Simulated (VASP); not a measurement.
Wanted: the native input for a VASP 6.6.1 run.

```yaml
Task: single point
Functional: PBE
Potentials_or_basis: VASP PAW PBE potentials, release 64 (Mg, O)
Cutoff: 520 eV
k_mesh: 6 × 6 × 6
Occupations: gaussian, width 0.01 eV
Spin: no spin polarisation
Dipole_correction: no
Further_INCAR_settings: ALGO = Normal; EDIFF = 1e-06; NBANDS = 11
```

The structure of MgO lies in POSCAR:

```
MgO
1.0
    0.0000000000      2.1021674155      2.0391023930
    2.1021674155      0.0000000000      2.0391023930
    2.1021674155      2.1021674155      0.0000000000
Mg O
1 1
Direct
    0.0000000000      0.0000000000      0.0000000000
    0.5000000000      0.5000000000      0.5000000000
```

This cell differs from its parent crystal: uniaxial z strain -3.0%.

The input as run:

INCAR

```
SYSTEM = MgO
PREC = Accurate
ENCUT = 520
EDIFF = 1E-6
ISMEAR = 0
SIGMA = 0.01
LREAL = .FALSE.
LASPH = .TRUE.
NELM = 60
ALGO = Normal
ISIF = 2
LWAVE = .FALSE.
LCHARG = .FALSE.
GGA = PE
NBANDS = 11
```

KPOINTS

```
Automatic mesh
0
G
  6 6 6
  0 0 0
```

Potentials or basis: VASP PAW PBE potentials, release 64 (Mg, O).

Launch:

```sh
$ cat potpaw_PBE.64/Mg/POTCAR potpaw_PBE.64/O/POTCAR > POTCAR
$ mpirun -np 1 vasp_std > vasp.out
```

Results of the run:

```yaml
Pressure: 10.8 GPa
Band_gap_on_the_k_mesh: 5.06 eV, direct
```

Caveat: the k points lie up to 0.44 Å⁻¹ apart; the cell differs from its parent crystal (uniaxial z strain -3.0%).

Run time: 5.9 s on 1 thread of Intel Xeon 6975P-C, on a shared host, peak memory 0.14 GiB.
